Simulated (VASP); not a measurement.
## Ru: relaxation of cell and atoms with PBEsol

The system is Ru.

```
Ru
1.0
     2.70783    0.00000    0.00000
    -1.35391    2.34505    0.00000
     0.00000    0.00000    4.26810
Ru
2
Direct
  0.33333 0.66667 0.25000
  0.66667 0.33333 0.75000
```

* Program: VASP 6.6.1
* Task: relaxation of cell and atoms
* Functional: PBEsol
* Potentials or basis: VASP PAW PBE potentials, release 64 (Ru_pv)
* Cutoff: 500 eV
* k mesh: 18 × 18 × 10
* Occupations: gaussian, width 0.1 eV
* Spin: no spin polarisation
* Dipole correction: no
* Further INCAR settings: ALGO = Normal; EDIFF = 1e-07; IBRION = 2; EDIFFG = -0.002; NSW = 100; ISIF = 3

The relaxed volume is 13.32 Å³/atom. The relaxed cell is a = 2.689 Å, b = 2.689 Å, c = 4.252 Å, α = 90.00°, β = 90.00°, γ = 120.00°, the space group after relaxing (to 0.1 Å) is P6_3/mmc (No. 194) and the energy gained by relaxing is 4.4 meV/atom. The ionic steps are 10, the pressure after relaxing is 0.0 GPa and the band gap on the k mesh is zero (bands 14 and 15 overlap by 3.22 eV).

The path:
| step | energy change (eV) | largest force (eV/Å) | pressure (GPa) | volume (Å³) |
| --- | --- | --- | --- | --- |
| 1 | 0.0000 | 0.0000 | -5.79 | 27.10 |
| 2 | 0.0810 | 0.0000 | 21.57 | 25.23 |
| 3 | -0.0087 | 0.0000 | -0.10 | 26.64 |
| 4 | -0.0087 | 0.0000 | 0.03 | 26.63 |
| 5 | -0.0088 | 0.0000 | -0.03 | 26.63 |
| 6 | -0.0088 | 0.0000 | -0.02 | 26.63 |
| 7 | -0.0088 | 0.0000 | -0.01 | 26.63 |
| 8 | -0.0088 | 0.0000 | -0.01 | 26.63 |
| 9 | -0.0088 | 0.0000 | 0.03 | 26.63 |
| 10 | -0.0088 | 0.0000 | 0.00 | 26.63 |

Final structure:
```
Ru
1.0
     2.68933    0.00000    0.00000
    -1.34466    2.32903    0.00000
     0.00000    0.00000    4.25203
Ru
2
Direct
  0.33333 0.66667 0.25000
  0.66667 0.33333 0.75000
```

Levels at points of the mesh, in eV from the Fermi level:
```tsv
k point	band 12	band 13	band 14	band 15	band 16	band 17
(0.00, 0.00, 0.00)	-1.97	-1.97	-1.43	-1.43	1.24	1.24
(0.50, 0.00, 0.00)	-1.86	-1.56	1.49	1.93	2.01	4.17
(0.00, 0.00, 0.50)	-2.85	-2.79	-2.79	0.58	0.58	0.58
(0.50, 0.00, 0.50)	-1.09	0.45	0.45	1.76	1.76	3.45
```

It took 5.5 min on 1 thread of Intel(R) Xeon(R) Platinum 8259CL CPU @ 2.50GHz (Skylake/Cascade Lake) (shared host), peak memory 0.21 GiB.

Caveat: the PAW data sets were made with another functional, which shifts forces and pressure a little.
